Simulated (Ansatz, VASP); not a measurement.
**P in VASP and in Ansatz**

```
P
1.0
     3.96541    0.00000    0.00000
    -1.98270    3.43414    0.00000
     0.00000    0.00000    4.91798
P
4
Cartesian
  0.0000 0.0000 1.2295
  0.0000 0.0000 3.6885
  0.0000 2.2894 3.6885
  1.9827 1.1447 1.2295
```

Alike in both runs: functional r2SCAN; k mesh 15 × 15 × 10; occupations gaussian, width 0.1 eV; no spin polarisation.

Ansatz relaxed the structure, and its values are those at the end. VASP's run is a single point on that final structure, the one shown.

|  | VASP | Ansatz |
| --- | --- | --- |
| version | VASP 6.6.1 | Ansatz 0.2.0 |
| potentials or method | VASP PAW PBE potentials, release 64 (P), cutoff 520 eV | scalar-relativistic, plane waves, PAW |
| valence electrons in the cell | 20 | 20 |

|  | VASP | Ansatz | Ansatz less VASP |
| --- | --- | --- | --- |
| gap on the k mesh at the Fermi level (eV) | none | none | - |
| pressure (GPa) | -0.4 | 0.0 | +0.44 |

VASP's potentials were made for PBE, not for r2SCAN. A gap of «none» marks a metal or a gap that the smearing closes. With one functional, cell and mesh, what is left measures potentials, basis and numerics.
